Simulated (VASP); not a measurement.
Hg: relaxation of cell and atoms with PBEsol

The system is Hg.

```
Hg
1.0
     2.46569    0.00000    0.00000
    -1.23284    2.13535    0.00000
     0.00000    0.00000    2.31775
Hg
1
Cartesian
  0.0000 0.0000 0.0000
```

- Program: VASP 6.6.1
- Task: relaxation of cell and atoms
- Functional: PBEsol
- Potentials or basis: VASP PAW PBE potentials, release 64 (Hg_sv_GW)
- Cutoff: 550 eV
- k mesh: 18 × 18 × 16
- Occupations: fermi-dirac, width 0.05 eV
- Spin: no spin polarisation
- Target pressure: 230 GPa
- Dipole correction: no
- Further INCAR settings: ALGO = Normal; EDIFF = 1e-07; IBRION = 2; EDIFFG = -0.005; NSW = 60; ISIF = 3

```yaml
Relaxed_volume: 12.59 Å³/atom
Relaxed_cell: a = 2.470 Å, b = 2.470 Å, c = 2.384 Å, α = 90.00°, β = 90.00°, γ = 120.00°
Space_group_after_relaxing_to_0.1_Å: P6/mmm (No. 191)
Energy_change_on_relaxing_the_run_minimises_the_enthalpy: -623.3 meV/atom
Ionic_steps: 11
Pressure_after_relaxing: 230.0 GPa
Band_gap_on_the_k_mesh: zero (bands 10 and 11 overlap by 5.41 eV)
```

Step by step:
| step | energy change (eV) | largest force (eV/Å) | pressure (GPa) | volume (Å³) |
| --- | --- | --- | --- | --- |
| 1 | 0.0000 | 0.0000 | 264.11 | 12.20 |
| 2 | -3.8512 | 0.0000 | 45.79 | 17.32 |
| 3 | -0.8479 | 0.0000 | 217.14 | 12.76 |
| 4 | -0.6934 | 0.0000 | 225.74 | 12.65 |
| 5 | -0.2740 | 0.0000 | 249.12 | 12.40 |
| 6 | -0.6195 | 0.0000 | 230.18 | 12.59 |
| 7 | -0.6211 | 0.0000 | 230.11 | 12.59 |
| 8 | -0.6373 | 0.0000 | 229.19 | 12.60 |
| 9 | -0.6236 | 0.0000 | 229.94 | 12.59 |
| 10 | -0.6224 | 0.0000 | 229.99 | 12.59 |
| 11 | -0.6233 | 0.0000 | 229.98 | 12.59 |

Final structure:
```xyz
1
Lattice="2.4697 0.0000 0.0000 -1.2348 2.1388 0.0000 0.0000 0.0000 2.3841" Properties=species:S:1:pos:R:3 pbc="T T T"
Hg    0.0000    0.0000    0.0000
```

Levels at points of the mesh, in eV from the Fermi level:
```
           k point  band 6  band 7  band 8  band 9  band 10  band 11  band 12  band 13  band 14
(0.00, 0.00, 0.00)  -15.24  -12.00  -12.00   -7.64    -7.64    10.84    10.84    18.19    18.19
(0.50, 0.00, 0.00)  -14.03  -10.48   -8.26   -7.07    -6.42    -0.01     9.35    13.87    18.64
(0.00, 0.00, 0.50)  -11.49  -11.49  -10.05  -10.05    -7.69    -1.73    13.95    17.89    18.13
(0.50, 0.00, 0.50)  -14.56  -11.09   -6.85   -5.95    -0.18     0.22     7.93    11.31    12.78
```

It took 4.1 min on 1 thread of Intel(R) Xeon(R) 6975P-C (Granite Rapids), with other jobs on the host, peak memory 0.22 GiB.

Caveat: the cell is relaxed towards a set pressure, so the run minimises the enthalpy, not the energy; the PAW data sets were made with another functional, which shifts forces and pressure a little; spin-orbit coupling is left out, which moves the levels of the heavy elements.
